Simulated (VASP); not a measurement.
# Ge (Fd-3m) in VASP: notebook

Runs on Ge. Level: r2SCAN. Tasks: single point.

Program: VASP 6.6.1. These are calculated values, not measurements. Logs are shortened: lines on timing, memory, paths and dates and some standing lists are left out, and cuts for length are marked.

**What was measured.**

“Electronic and optical properties of SixGe1-x-ySny alloys lattice-matched to Ge”, 2021, arxiv:2109.02782 reports, for a bulk crystal of Ge at 300 K: band gap 0.807 eV (direct).

How close the calculation comes is told below.

## (1) The cell of the first run

Symmetry: Fd-3m, No. 227, cubic system. The conventional cell has a = 5.672 Å, b = 5.672 Å, c = 5.672 Å, α = 90.00°, β = 90.00°, γ = 90.00°. Within 3.2 Å of Ge (site symmetry -43m) lie 4 Ge at 2.46 Å.

## (2) Single point, r2SCAN

Input file POSCAR:

```
Ge
1.0
    0.0000000000      2.8360149697      2.8360149697
    2.8360149697      0.0000000000      2.8360149697
    2.8360149697      2.8360149697      0.0000000000
Ge
2
Direct
    0.5000000000      0.5000000000      0.5000000000
    0.7500000000      0.7500000000      0.7500000000
```

Input file INCAR.step1:

```
PREC     = Accurate       # precision mode
ENCUT    = 520            # plane-wave cutoff, eV
ISMEAR   = -1             # smearing method
SIGMA    = 0.05           # smearing width, eV
LREAL    = F              # projectors in reciprocal space
LASPH    = T              # aspherical terms in the spheres
NELM     = 60             # most SCF steps
NBANDS   = 21             # bands
GGA      = PE             # functional
ALGO     = Normal         # electronic algorithm
EDIFF    = 1E-4           # SCF threshold, eV
LWAVE    = T              # write WAVECAR
LCHARG   = F              # write CHGCAR
```

Input file INCAR.step2:

```
PREC     = Accurate       # precision mode
ENCUT    = 520            # plane-wave cutoff, eV
EDIFF    = 1E-6           # SCF threshold, eV
ISMEAR   = -1             # smearing method
SIGMA    = 0.05           # smearing width, eV
LREAL    = F              # projectors in reciprocal space
LASPH    = T              # aspherical terms in the spheres
NELM     = 60             # most SCF steps
ALGO     = Normal         # electronic algorithm
ISIF     = 2              # what is computed and relaxed
LWAVE    = F              # write WAVECAR
LCHARG   = T              # write CHGCAR
METAGGA  = R2SCAN         # meta-GGA
LMIXTAU  = T            
LELF     = T              # ELF
LVHAR    = T            
NBANDS   = 21             # bands
ISTART   = 1
```

Input file KPOINTS:

```
Automatic mesh
0
Gamma
  5 5 5
```

Potentials or basis: VASP PAW PBE potentials, release 64 (Ge_d).

Started as:

```
$ cat potpaw_PBE.64/Ge_d/POTCAR > POTCAR
$ cp INCAR.step1 INCAR
$ mpirun -np 1 vasp_std > vasp.out
$ cp INCAR.step2 INCAR
$ mpirun -np 1 vasp_std > vasp.out
```

OUTCAR:

```text
PREC = Accurate
   ENCUT = 520
   EDIFF = 1E-6
   ISMEAR = -1
   LREAL = F
   LASPH = T
   NELM = 60
   ISIF = 2
   METAGGA = R2SCAN
   ISTART = 1

 ion  position               nearest neighbor table
   1  0.500  0.500  0.500-   2 2.46   2 2.46   2 2.46   2 2.46
   2  0.750  0.750  0.750-   1 2.46   1 2.46   1 2.46   1 2.46

  LATTYP: Found a face centered cubic cell.
 ALAT       =     5.6720299394

  Lattice vectors:

 A1 = (   0.0000000000,   2.8360149697,   2.8360149697)
 A2 = (   2.8360149697,   0.0000000000,   2.8360149697)
 A3 = (   2.8360149697,   2.8360149697,   0.0000000000)

Analysis of symmetry for initial positions (statically):
=====================================================================
 Subroutine PRICEL returns:
 Original cell was already a primitive cell.

 Routine SETGRP: Setting up the symmetry group for a
 face centered cubic supercell.

 Subroutine GETGRP returns: Found 48 space group operations
 (whereof 24 operations were pure point group operations)
 out of a pool of 48 trial point group operations.

The static configuration has the point symmetry T_d .
 The point group associated with its full space group is O_h .

Analysis of symmetry for dynamics (positions and initial velocities):
=====================================================================
 Subroutine PRICEL returns:
 Original cell was already a primitive cell.

 Routine SETGRP: Setting up the symmetry group for a
 face centered cubic supercell.

 Subroutine GETGRP returns: Found 48 space group operations
 (whereof 24 operations were pure point group operations)
 out of a pool of 48 trial point group operations.

The dynamic configuration has the point symmetry T_d .
 The point group associated with its full space group is O_h .

 Subroutine INISYM returns: Found 48 space group operations
 (whereof 24 operations are pure point group operations),
 and found     1 'primitive' translations

----------------------------------------------------------------------------------------

                                     Primitive cell

  volume of cell :      45.6200

  direct lattice vectors                    reciprocal lattice vectors
     0.000000000  2.836014970  2.836014970    -0.176303724  0.176303724  0.176303724
     2.836014970  0.000000000  2.836014970     0.176303724 -0.176303724  0.176303724
     2.836014970  2.836014970  0.000000000     0.176303724  0.176303724 -0.176303724

  length of vectors
     4.010730833  4.010730833  4.010730833     0.305367007  0.305367007  0.305367007

  position of ions in fractional coordinates (direct lattice)
[... 62 lines left out ...]
   ENCUT  =  520.0 eV  38.22 Ry    6.18 a.u.   7.46  7.46  7.46*2*pi/ulx,y,z
   NELM   =     60;   NELMIN=  2; NELMDL=  0     # of ELM steps
   EDIFF  = 0.1E-05   stopping-criterion for ELM
   LREAL  =      F    real-space projection
   EDIFFG = 0.1E-04   stopping-criterion for IOM
   NSW    =      0    number of steps for IOM
   IBRION =     -1    ionic relax: 0-MD 1-quasi-New 2-CG
   NFREE  =      0    steps in history (QN), initial steepest desc. (CG)
   ISIF   =      2    stress and relaxation
   ISYM   =      2    0-nonsym 1-usesym 2-fastsym
   POTIM  = 0.5000    time-step for ionic-motion
   TEBEG  =    0.0;   TEEND  =   0.0 temperature during run
   PSTRESS=    0.0 pullay stress
   NELECT =      28.0000    total number of electrons
   NUPDOWN=      -1.0000    fix difference up-down
   EMIN   =  10.00;   EMAX   =-10.00  energy-range for DOS
   EFERMI =   0.00;   METHOD = LEGACY
   ISMEAR =    -1;   SIGMA  =   0.05  broadening in eV -4-tet -1-fermi 0-gaus
   EFERMI_NEDOS =   21; number of points for ismear=-14 and -15
   IALGO  =     38    algorithm
   IMIX   =      4    mixing-type and parameters
     AMIX     =   0.40;   BMIX     =  1.00
     AMIX_MAG =   1.60;   BMIX_MAG =  1.00
  volume/ion in A,a.u.               =      22.81       153.93
  Fermi-wavevector in a.u.,A,eV,Ry     =   1.391262  2.629104 26.335580  1.935611
  Thomas-Fermi vector in A             =   2.515118
   LORBIT       =      0    0 simple, 1 ext, 2 COOP (PROOUT), +10 PAW based schemes
   METAGGA = R2SCAN    functional components
   LHFCALC =     F    Hartree Fock is set to
   AEXX    =    0.0000 exact exchange contribution
   IVDW    =     0    specifies the selected vdW correction
   LEPSILON=     F    determine dielectric tensor
   LRPA    =     F    only Hartree local field effects (RPA)
 non-spin polarized calculation
  energy-cutoff  :      520.00
  volume of cell :       45.62
 maximum number of plane-waves:      1244
 NGX is ok and might be reduce to    30
   NGX = 15   NGY = 15   NGZ = 15

 number of electron      28.0000016 magnetization

 Free energy of the ion-electron system (eV)
  ---------------------------------------------------
  ext. energy  EPLUGINS =         0.00000000
  ---------------------------------------------------
  free energy    TOTEN  =       -27.65166772 eV

  energy without entropy =      -27.65115596  energy(sigma->0) =      -27.65141184

 E-fermi :   4.9323     XC(G=0): -10.7696

 val. band max:        4.7435525661   @ k =   0.0000   0.0000   0.0000
 cond. band min:       5.0782593676   @ k =   0.0000   0.0000   0.0000
 fundamental gap:      0.3347068015
 Fermi energy:         4.9322957201

 k-point     1 :       0.0000    0.0000    0.0000
  band No.  band energies     occupation
      1     -20.7374      2.00000
      2     -20.7374      2.00000
      3     -20.7374      2.00000
      4     -20.6989      2.00000
      5     -20.6989      2.00000
      6     -20.4854      2.00000
[... 229 lines left out ...]
     20      15.7795      0.00000
     21      18.6622      0.00000

------------------------ aborting loop because EDIFF is reached ----------------------------------------

  FORCE on cell =-STRESS in cart. coord.  units (eV):
  Direction    XX          YY          ZZ          XY          YZ          ZX
  --------------------------------------------------------------------------------------
  -------------------------------------------------------------------------------------
  Total        0.0215160      0.0215160      0.0215160      0.0000000      0.0000000      0.0000000
  in kB        0.7556426      0.7556426      0.7556426      0.0000000      0.0000000      0.0000000
  external PRESSURE =       0.7556426 kB  Pullay stress =       0.0000000 kB

 VOLUME and BASIS-vectors are now :
 -----------------------------------------------------------------------------
  energy-cutoff  :      520.00
  volume of cell :       45.62
      direct lattice vectors                 reciprocal lattice vectors
     0.000000000  2.836014970  2.836014970    -0.176303724  0.176303724  0.176303724
     2.836014970  0.000000000  2.836014970     0.176303724 -0.176303724  0.176303724
     2.836014970  2.836014970  0.000000000     0.176303724  0.176303724 -0.176303724

 POSITION                                       TOTAL-FORCE (eV/Angst)
 -----------------------------------------------------------------------------------
      2.83601      2.83601      2.83601        -0.000000     -0.000000     -0.000000
      4.25402      4.25402      4.25402         0.000000      0.000000      0.000000
 -----------------------------------------------------------------------------------
    total drift:                                0.000000     -0.000000     -0.000000

  FREE ENERGIE OF THE ION-ELECTRON SYSTEM (eV)
  ---------------------------------------------------
  free  energy   TOTEN  =       -27.6516677165 eV

  energy  without entropy=      -27.6511559646  energy(sigma->0) =      -27.65141184
```

OUTCAR.step1:

```text
PREC = Accurate
   ENCUT = 520
   ISMEAR = -1
   LREAL = F
   LASPH = T
   NELM = 60
[... 444 lines left out ...]
 -----------------------------------------------------------------------------------
      2.83601      2.83601      2.83601        -0.000000      0.000000     -0.000000
      4.25402      4.25402      4.25402         0.000000     -0.000000      0.000000
 -----------------------------------------------------------------------------------
    total drift:                                0.000000     -0.000000     -0.000000

  FREE ENERGIE OF THE ION-ELECTRON SYSTEM (eV)
  ---------------------------------------------------
  free  energy   TOTEN  =        -8.9162370403 eV

  energy  without entropy=       -8.9138010620  energy(sigma->0) =       -8.91501905
```

Wall time 52 s (1 thread of AMD EPYC 7R43 (Zen 3), shared host); peak memory 0.13 GiB.

Results:

| Item | Value |
| --- | --- |
| Free energy | -27.6517 eV |
| Pressure | 0.1 GPa |
| Band gap on the k mesh | 0.33 eV, direct |

Levels at points of the mesh, in eV from the valence-band top:
```tsv
k point	band 12	band 13	band 14	band 15	band 16	band 17
(0.00, 0.00, 0.00)	0.00	0.00	0.00	0.33	2.71	2.71
```

Caveat: the PAW data sets were made with another functional, which shifts forces and pressure a little.

## (3) Single point, r2SCAN (volume scaled by 0.88)

Input file POSCAR:

```
Ge
1.0
    0.0000000000      2.7177076881      2.7177076881
    2.7177076881      0.0000000000      2.7177076881
    2.7177076881      2.7177076881      0.0000000000
Ge
2
Direct
    0.5000000000      0.5000000000      0.5000000000
    0.7500000000      0.7500000000      0.7500000000
```

Input file INCAR.step1:

```
  PREC = Accurate
  ENCUT = 520
  ISMEAR = -1
  SIGMA = 0.05
  LREAL = F
  LASPH = T
  NELM = 80
  NBANDS = 21
  GGA = PE
  ALGO = Normal
  EDIFF = 1E-4
  LWAVE = T
  LCHARG = F
```

Input file INCAR.step2:

```
  PREC = Accurate
  ENCUT = 520
  EDIFF = 1E-6
  ISMEAR = -1
  SIGMA = 0.05
  LREAL = F
  LASPH = T
  NELM = 80
  ALGO = Normal
  ISIF = 2
  LWAVE = F
  LCHARG = F
  METAGGA = R2SCAN
  LMIXTAU = T
  NBANDS = 21
  ISTART = 1
```

Input file KPOINTS:

```
Automatic mesh
0
Gamma
  9 9 9
```

Potentials or basis: VASP PAW PBE potentials, release 64 (Ge_d).

Started as:

```
$ cat potpaw_PBE.64/Ge_d/POTCAR > POTCAR
$ cp INCAR.step1 INCAR
$ mpirun -np 1 vasp_std > vasp.out
$ cp INCAR.step2 INCAR
$ mpirun -np 1 vasp_std > vasp.out
```

It took 2.1 min on 1 thread of AMD EPYC 7R43 (Zen 3), shared host; peak memory 0.14 GiB.

The run converged. Its results:

| Property | Result |
| --- | --- |
| Free energy | -27.5445 eV |
| Pressure | 12.6 GPa |
| Band gap on the k mesh | 0.62 eV, indirect (least direct gap 1.61 eV) |

Levels at points of the mesh, in eV from the valence-band top:
| k point | band 11 | band 12 | band 13 | band 14 | band 15 | band 16 | band 17 | band 18 |
| --- | --- | --- | --- | --- | --- | --- | --- | --- |
| (0.00, 0.00, 0.00) | -14.32 | 0.00 | 0.00 | 0.00 | 1.61 | 2.74 | 2.74 | 2.74 |

Caveat: the PAW data sets were made with another functional, which shifts forces and pressure a little. A k mesh can miss the band edges.

## (4) Against experiment

Step 2. Measured gap of Ge: 0.807 eV (direct; 300 K; “Electronic and optical properties of SixGe1-x-ySny alloys lattice-matched to Ge”, 2021, arxiv:2109.02782). This calculation gives 0.33 eV (-0.47 eV). 3 values of this kind are on record (0.666 to 0.807 eV); this one was drawn at random among those near their median. Spin-orbit coupling on Ge is left out. The value is that of r2SCAN on a finite k mesh, which can miss the band edges, without temperature or zero-point motion.
